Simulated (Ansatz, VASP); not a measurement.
**Two plane-wave programs on Ru**

```xyz
2
Lattice="2.6218 0.0000 0.0000 -1.3109 2.2705 0.0000 0.0000 0.0000 28.0235" Properties=species:S:1:pos:R:3 pbc="T T T"
Ru    0.0000    0.0000    9.6302
Ru    0.0000    0.0000    7.3698
```

Alike in both runs: functional PBE; k mesh 24 × 24 × 1; occupations gaussian, width 0.1 eV; no spin polarisation.

Ansatz relaxed the structure, and its values are those at the end. VASP's run is a single point on that final structure, the one shown.

|  | VASP | Ansatz |
| --- | --- | --- |
| version | VASP 6.6.1 | Ansatz 0.2.0 |
| potentials or method | VASP PAW PBE potentials, release 64 (Ru_pv), cutoff 520 eV | scalar-relativistic, plane waves, PAW |
| valence electrons in the cell | 28 | 32 |

VASP gave:

* gap on the k mesh at the Fermi level (eV): none
* rms of the force components (eV/Å): 0.061

Task: What did Ansatz give for the same quantities?

Result: gap on the k mesh at the Fermi level (eV): none; rms of the force components (eV/Å): 0.000.

A gap of «none» marks a metal or a gap that the smearing closes. With one functional, cell and mesh, what is left measures potentials, basis and numerics. VASP's potentials hold 28 valence electrons a cell and Ansatz's 32, so a difference there can come from the potentials and not from the codes.
